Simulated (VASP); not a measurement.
# Cu (I4/mmm) in VASP: settings compared, part 2 of 2

VASP 6.6.1.

### 6 Single point, r2SCAN+D4+U

Contents of POSCAR:

```
Cu
1.0
   -1.4427933200      1.4427933200      1.3760814500
    1.4427933200     -1.4427933200      1.3760814500
    1.4427933200      1.4427933200     -1.3760814500
Cu
1
Direct
    0.0000000000      0.0000000000      0.0000000000
```

Contents of INCAR.step1:

```
PREC = Accurate
ENCUT = 520
ISMEAR = 0
SIGMA = 0.025
LREAL = F
LASPH = T
NELM = 150
LMAXMIX = 4
LDAU = T
LDAUTYPE = 2
LDAUL = 2
LDAUU = 4
LDAUJ = 0
NBANDS = 12
GGA = PE
ALGO = Normal
EDIFF = 1E-4
LWAVE = T
LCHARG = F
```

Contents of INCAR.step2:

```
PREC = Accurate
ENCUT = 520
EDIFF = 1E-6
ISMEAR = 0
SIGMA = 0.025
LREAL = F
LASPH = T
NELM = 150
ALGO = Normal
ISIF = 2
LWAVE = F
LCHARG = F
LMAXMIX = 4
LDAU = T
LDAUTYPE = 2
LDAUL = 2
LDAUU = 4
LDAUJ = 0
LDAUPRINT = 1
METAGGA = R2SCAN
LMIXTAU = T
IVDW = 13
VDW_S6 = 1.0
VDW_S8 = 0.6018749
VDW_A1 = 0.51559235
VDW_A2 = 5.77342911
NBANDS = 12
ISTART = 1
```

Contents of KPOINTS:

```
regular mesh
0
Gamma
  13 13 13
```

Potentials or basis: VASP PAW PBE potentials, release 64 (Cu).

Started as:

```console
cat potpaw_PBE.64/Cu/POTCAR > POTCAR
cp INCAR.step1 INCAR
mpirun -np 1 vasp_std > vasp.out
cp INCAR.step2 INCAR
mpirun -np 1 vasp_std > vasp.out
```

OUTCAR:

```text
PREC = Accurate
   ENCUT = 520
   EDIFF = 1E-6
   ISMEAR = 0
   LREAL = F
   LASPH = T
   NELM = 150
   ISIF = 2
   METAGGA = R2SCAN
   IVDW = 13
   ISTART = 1

 ion  position               nearest neighbor table
   1  0.000  0.000  0.000-

  LATTYP: Found a body centered tetragonal cell.
 ALAT       =     2.8855866400
 C/A-ratio  =     0.9537620052

  Lattice vectors:

 A1 = (  -1.4427933200,   1.4427933200,   1.3760814500)
 A2 = (   1.4427933200,  -1.4427933200,   1.3760814500)
 A3 = (   1.4427933200,   1.4427933200,  -1.3760814500)

Analysis of symmetry for initial positions (statically):
=====================================================================
 Subroutine PRICEL returns:
 Original cell was already a primitive cell.

 Routine SETGRP: Setting up the symmetry group for a
 body centered tetragonal supercell.

 Subroutine GETGRP returns: Found 16 space group operations
 (whereof 16 operations were pure point group operations)
 out of a pool of 16 trial point group operations.

The static configuration has the point symmetry D_4h.

Analysis of symmetry for dynamics (positions and initial velocities):
=====================================================================
 Subroutine PRICEL returns:
 Original cell was already a primitive cell.

 Routine SETGRP: Setting up the symmetry group for a
 body centered tetragonal supercell.

 Subroutine GETGRP returns: Found 16 space group operations
 (whereof 16 operations were pure point group operations)
 out of a pool of 16 trial point group operations.

The dynamic configuration has the point symmetry D_4h.

 Subroutine INISYM returns: Found 16 space group operations
 (whereof 16 operations are pure point group operations),
 and found     1 'primitive' translations

----------------------------------------------------------------------------------------

                                     Primitive cell

  volume of cell :      11.4581

  direct lattice vectors                    reciprocal lattice vectors
    -1.442793320  1.442793320  1.376081450     0.000000000  0.346549983  0.363350585
     1.442793320 -1.442793320  1.376081450     0.346549983  0.000000000  0.363350585
     1.442793320  1.442793320 -1.376081450     0.346549983  0.346549983  0.000000000

  length of vectors
     2.461078074  2.461078074  2.461078074     0.502116060  0.502116060  0.490095685

  position of ions in fractional coordinates (direct lattice)
     0.000000000  0.000000000  0.000000000

  ion indices of the primitive-cell ions
   primitive index   ion index
                 1           1

----------------------------------------------------------------------------------------

 KPOINTS: regular mesh

[... 90 lines left out ...]
  Thomas-Fermi vector in A             =   2.709805
   LORBIT       =      0    0 simple, 1 ext, 2 COOP (PROOUT), +10 PAW based schemes
 LDA+U is selected, type is set to LDAUTYPE =  2
   angular momentum for each species LDAUL =     2
   U (eV)           for each species LDAUU =   4.0
   J (eV)           for each species LDAUJ =   0.0
   METAGGA = R2SCAN    functional components
   LHFCALC =     F    Hartree Fock is set to
   AEXX    =    0.0000 exact exchange contribution
   IVDW    =    13    specifies the selected vdW correction
   LEPSILON=     F    determine dielectric tensor
   LRPA    =     F    only Hartree local field effects (RPA)
 non-spin polarized calculation
 Gauss-broadening in eV      SIGMA  =   0.03
  energy-cutoff  :      520.00
  volume of cell :       11.46
 maximum number of plane-waves:       323
   NGX =  9   NGY =  9   NGZ =  9

atom =   1  type =  1  l = 2

 onsite density matrix

spin component  1

  0.9314 -0.0000 -0.0000 -0.0000 -0.0000
 -0.0000  0.9336 -0.0000  0.0000  0.0000
 -0.0000 -0.0000  0.9395 -0.0000  0.0000
 -0.0000  0.0000 -0.0000  0.9336  0.0000
 -0.0000  0.0000  0.0000  0.0000  0.9433

spin component  2

  0.9314 -0.0000 -0.0000 -0.0000 -0.0000
 -0.0000  0.9336 -0.0000  0.0000  0.0000
 -0.0000 -0.0000  0.9395 -0.0000  0.0000
 -0.0000  0.0000 -0.0000  0.9336  0.0000
 -0.0000  0.0000  0.0000  0.0000  0.9433

 occupancies and eigenvectors

  o =  0.9314  v =  1.0000  0.0000  0.0000  0.0000  0.0000  0.0000  0.0000  0.0000  0.0000  0.0000      0.0000  0.0000  0.0000  0.0000  0.0000  0.0000  0.0000  0.0000  0.0000  0.0000
  o =  0.9314  v =  0.0000  0.0000  0.0000  0.0000  0.0000  1.0000  0.0000  0.0000  0.0000  0.0000      0.0000  0.0000  0.0000  0.0000  0.0000  0.0000  0.0000  0.0000  0.0000  0.0000
  o =  0.9336  v =  0.0000 -0.6624  0.0000 -0.7492  0.0000  0.0000  0.0000  0.0000  0.0000  0.0000      0.0000  0.0000  0.0000  0.0000  0.0000  0.0000  0.0000  0.0000  0.0000  0.0000
  o =  0.9336  v =  0.0000  0.0000  0.0000  0.0000  0.0000  0.0000 -0.6624  0.0000 -0.7492  0.0000      0.0000  0.0000  0.0000  0.0000  0.0000  0.0000  0.0000  0.0000  0.0000  0.0000
  o =  0.9336  v =  0.0000  0.7492 -0.0000 -0.6624  0.0000  0.0000  0.0000  0.0000  0.0000  0.0000      0.0000  0.0000  0.0000  0.0000  0.0000  0.0000  0.0000  0.0000  0.0000  0.0000
  o =  0.9336  v =  0.0000  0.0000  0.0000  0.0000  0.0000  0.0000  0.7492 -0.0000 -0.6624  0.0000      0.0000  0.0000  0.0000  0.0000  0.0000  0.0000  0.0000  0.0000  0.0000  0.0000
  o =  0.9395  v =  0.0000  0.0000  1.0000 -0.0000  0.0000  0.0000  0.0000  0.0000  0.0000  0.0000      0.0000  0.0000  0.0000  0.0000  0.0000  0.0000  0.0000  0.0000  0.0000  0.0000
  o =  0.9395  v =  0.0000  0.0000  0.0000  0.0000  0.0000  0.0000  0.0000  1.0000 -0.0000  0.0000      0.0000  0.0000  0.0000  0.0000  0.0000  0.0000  0.0000  0.0000  0.0000  0.0000
  o =  0.9433  v =  0.0000  0.0000  0.0000  0.0000  0.0000  0.0000 -0.0000  0.0000 -0.0000 -1.0000      0.0000  0.0000  0.0000  0.0000  0.0000  0.0000  0.0000  0.0000  0.0000  0.0000
  o =  0.9433  v =  0.0000 -0.0000  0.0000 -0.0000 -1.0000  0.0000  0.0000  0.0000  0.0000  0.0000      0.0000  0.0000  0.0000  0.0000  0.0000  0.0000  0.0000  0.0000  0.0000  0.0000

 number of electron      10.9999998 magnetization

 Free energy of the ion-electron system (eV)
  ---------------------------------------------------
  ext. energy  EPLUGINS =         0.00000000
  ---------------------------------------------------
  free energy    TOTEN  =        -9.47936065 eV

  energy without entropy =       -9.47928170  energy(sigma->0) =       -9.47932118

 E-fermi :   7.4767     XC(G=0): -13.7719

 val. band max:        7.3282084551   @ k =  -0.1538   0.4615   0.0769
 cond. band min:       7.4855517618   @ k =  -0.0769   0.4615   0.0769
 fundamental gap:      0.1573433067
 Fermi energy:         7.4766924606

 k-point     1 :       0.0000    0.0000    0.0000
  band No.  band energies     occupation
      1      -1.9889      2.00000
      2       3.2395      2.00000
      3       3.4261      2.00000
      4       3.4263      2.00000
      5       4.2950      2.00000
      6       4.4868      2.00000
      7      33.5937      0.00000
      8      33.5938      0.00000
      9      34.8942      0.00000
     10      36.6857      0.00000
     11      36.9968      0.00000
     12      38.1458      0.00000
[... 331 lines left out ...]
 k-point    24 :       0.4615    0.1538    0.0000
  band No.  band energies     occupation
      1       1.8786      2.00000
      2       2.6232      2.00000
      3       3.9446      2.00000
      4       4.3910      2.00000
      5       4.7860      2.00000
      6       8.4623      0.00000
      7      13.3590      0.00000
      8      20.4209      0.00000
      9      25.8794      0.00000
     10      31.7517      0.00000
     11      37.8707      0.00000
     12      40.5481      0.00000

 [... further k-points ...]

------------------------ aborting loop because EDIFF is reached ----------------------------------------

  DFT-D4 for vdW energy calculation

  Edisp (eV):   -0.19845

  FORCE on cell =-STRESS in cart. coord.  units (eV):
  Direction    XX          YY          ZZ          XY          YZ          ZX
  --------------------------------------------------------------------------------------
  -------------------------------------------------------------------------------------
  Total      -0.21073    -0.21073    -0.27075     0.00000    -0.00000    -0.00000
  in kB     -29.46658   -29.46658   -37.85879     0.00000    -0.00000    -0.00000
  external pressure =      -32.26 kB  Pullay stress =        0.00 kB

 VOLUME and BASIS-vectors are now :
 -----------------------------------------------------------------------------
  energy-cutoff  :      520.00
  volume of cell :       11.46
      direct lattice vectors                 reciprocal lattice vectors
    -1.442793320  1.442793320  1.376081450     0.000000000  0.346549983  0.363350585
     1.442793320 -1.442793320  1.376081450     0.346549983  0.000000000  0.363350585
     1.442793320  1.442793320 -1.376081450     0.346549983  0.346549983  0.000000000

 POSITION                                       TOTAL-FORCE (eV/Angst)
 -----------------------------------------------------------------------------------
      0.00000      0.00000      0.00000        -0.000000      0.000000     -0.000000
 -----------------------------------------------------------------------------------
    total drift:                                0.000000     -0.000000      0.000000

  FREE ENERGIE OF THE ION-ELECTRON SYSTEM (eV)
  ---------------------------------------------------
  free  energy   TOTEN  =        -9.6778135637 eV

  energy  without entropy=       -9.6777346107  energy(sigma->0) =       -9.67777409
```

It took 74 s on 1 thread of AMD EPYC 9R14 (Zen 4), shared host; peak memory 0.11 GiB.

Results:

```
Free energy                : -9.6778 eV
Pressure                   : -3.2 GPa
Dispersion energy per atom : -0.198 eV
```

Stress tensor (GPa, compression positive):
```
-2.95  0.00  0.00
 0.00 -2.95  0.00
 0.00  0.00 -3.79
```

Eigenvalues of the final occupation matrices:
```
    site  spin  trace               eigenvalues
site 1 d     1   4.68  0.93 0.93 0.93 0.94 0.94
site 1 d     2   4.68  0.93 0.93 0.93 0.94 0.94
```

Caveat: the PAW data sets were made with another functional, which shifts forces and pressure a little; U without spin polarisation on a metal has little footing; pairwise dispersion overbinds metals, which lowers pressure and volume; the U is typed as a test and isn't derived for this compound.

### 7 Overview

| level | potentials or basis | U | cell | smearing | gap on the mesh (eV) | pressure (GPa) |
| --- | --- | --- | --- | --- | --- | --- |
| LDA | VASP PAW LDA potentials, release 64 (Cu) | - | a = 2.461 Å, angles 108.2, 108.2, 112.0°, 1 atom | fermi-dirac 0.05 eV | none | -7.0 |
| LDA | VASP PAW LDA potentials, release 64 (Cu) | - | a = 2.477 Å, angles 108.2, 108.2, 112.0°, 1 atom | fermi-dirac 0.05 eV | none | -9.7 |
| LDA | VASP PAW LDA potentials, release 64 (Cu) | - | a = 2.493 Å, angles 108.2, 108.2, 112.0°, 1 atom | fermi-dirac 0.05 eV | none | -12.1 |
| LDA | VASP PAW LDA potentials, release 64 (Cu) | - | a = 2.509 Å, angles 108.2, 108.2, 112.0°, 1 atom | fermi-dirac 0.05 eV | none | -14.2 |
| r2SCAN+D4+U | VASP PAW PBE potentials, release 64 (Cu) | Cu d U = 4.0 eV | a = 2.461 Å, angles 108.2, 108.2, 112.0°, 1 atom | gaussian 0.025 eV | none | -3.2 |

Alike in all rows: task single point; no spin polarisation; k mesh 13 × 13 × 13; cutoff (eV) 520.

Caveats: the PAW data sets were made with another functional, which shifts forces and pressure a little (some runs); U without spin polarisation on a metal has little footing (some runs); pairwise dispersion overbinds metals, which lowers pressure and volume (some runs); the U is typed as a test and isn't derived for this compound (some runs).

Absolute energies hang on the potentials; compare differences alone.
